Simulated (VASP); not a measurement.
## Ta2N: single point with LDA

The system is Ta2N.

```
Ta N
1.0
     5.09638    0.00000    0.00000
    -2.54819    4.41360    0.00000
     0.00000    0.00000    5.14072
Ta N
6 3
Direct
  0.65498 0.65498 0.75260
  0.00000 0.34502 0.75260
  0.34502 0.00000 0.75260
  0.34502 0.34502 0.24740
  0.00000 0.65498 0.24740
  0.65498 0.00000 0.24740
  0.66667 0.33333 0.50000
  0.33333 0.66667 0.50000
  0.00000 0.00000 0.00000
```

This cell differs from its parent crystal: c/a of the conventional cell at fixed volume 1.0087.

* Program: VASP 6.6.1
* Task: single point
* Functional: LDA
* Potentials or basis: VASP PAW LDA potentials, release 64 (Ta_pv, N)
* Cutoff: 520 eV
* k mesh: 9 × 9 × 8
* Occupations: gaussian, width 0.15 eV
* Spin: no spin polarisation
* Dipole correction: no
* Further INCAR settings: ALGO = Normal; EDIFF = 1e-06; NBANDS = 50

| Item | Value |
| --- | --- |
| Pressure | 2.7 GPa |
| Largest force | 1.689 eV/Å |

Forces in eV/Å, atoms in the order of the input:
```
Ta   0.783  1.356  0.635
Ta   0.783 -1.356  0.635
Ta  -1.565  0.000  0.635
Ta  -0.783 -1.356 -0.635
Ta  -0.783  1.356 -0.635
Ta   1.565  0.000 -0.635
N    0.000  0.000  0.000
N    0.000  0.000  0.000
N    0.000  0.000  0.000
```

Stress tensor (GPa, compression positive):
```
  9.42   0.00   0.00
  0.00   9.42   0.00
  0.00   0.00 -10.60
```

Levels at points of the mesh, in eV from the Fermi level:
| k point | band 39 | band 40 | band 41 | band 42 | band 43 | band 44 |
| --- | --- | --- | --- | --- | --- | --- |
| (0.00, 0.00, 0.00) | -0.82 | -0.50 | -0.50 | -0.25 | -0.25 | 1.26 |
| (0.00, 0.00, 0.50) | -1.29 | -1.12 | -1.12 | 0.46 | 0.76 | 0.76 |

It took 12 min on 1 thread of Oxide Virtual Turin-like Processor (shared host), peak memory 0.4 GiB.

Caveat: spin-orbit coupling is left out, which moves the levels of the heavy elements; forces of over 1 eV/Å act on the atoms, so gaps and moduli don't describe the material at rest.
